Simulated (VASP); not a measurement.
Set up this calculation in VASP 6.6.1, as the native input.

| Item | Value |
| --- | --- |
| Task | relaxation of cell and atoms |
| Functional | PBE |
| Potentials or basis | VASP PAW PBE potentials, release 64 (Zn) |
| Cutoff | 500 eV |
| k mesh | 9 × 9 × 9 |
| Occupations | fermi-dirac, width 0.1 eV |
| Spin | no spin polarisation |
| Target pressure | 30 GPa |
| Dipole correction | no |
| Further INCAR settings | ALGO = Normal; EDIFF = 1e-07; IBRION = 2; EDIFFG = -0.02; NSW = 80; ISIF = 3 |

The structure of Zn lies in POSCAR:

```
Zn
1.0
    0.0000000000      1.9700000000      1.9700000000
    1.9700000000      0.0000000000      1.9700000000
    1.9700000000      1.9700000000      0.0000000000
Zn
1
Direct
    0.0000000000      0.0000000000      0.0000000000
```

This isn't the form of Zn at room conditions, which is hcp.

One way to write it, as run:

INCAR

```
SYSTEM = Zn
ALGO = Normal ; EDIFF = 1E-7
EDIFFG = -0.02 ; ENCUT = 500
GGA = PE ; GGA_COMPAT = .FALSE.
IBRION = 2 ; ISIF = 3
ISMEAR = -1 ; LASPH = .TRUE.
LCHARG = .FALSE. ; LREAL = .FALSE.
LWAVE = .FALSE. ; NELM = 120
NELMIN = 4 ; NSW = 80
PREC = Accurate ; PSTRESS = 300.0
SIGMA = 0.1
```

KPOINTS

```
k-points
0
G
  9 9 9
  0 0 0
```

Potentials or basis: VASP PAW PBE potentials, release 64 (Zn).

Launch:

```console
$ cat potpaw_PBE.64/Zn/POTCAR > POTCAR
$ mpirun -np 1 vasp_std > vasp.out
```

Results of the run:

```json
{
  "Relaxed volume": "12.04 Å³/atom",
  "Relaxed cell": "a = 2.573 Å, b = 2.573 Å, c = 2.573 Å, α = 60.00°, β = 60.00°, γ = 60.00°",
  "Space group after relaxing (to 0.1 Å)": "Fm-3m (No. 225)",
  "Energy change on relaxing (the run minimises the enthalpy)": "+237.2 meV/atom",
  "Ionic steps": "7",
  "Pressure after relaxing": "30.0 GPa",
  "Band gap on the k mesh": "zero (bands 6 and 7 overlap by 1.15 eV)"
}
```

Caveat: the cell is relaxed towards a set pressure, so the run minimises the enthalpy, not the energy; the volume moved by over 15 % at a fixed basis, so the end points are rough.

Run time: 24 s on 1 thread of Intel(R) Xeon(R) Platinum 8488C (Sapphire Rapids), with other jobs on the host, peak memory 0.13 GiB.
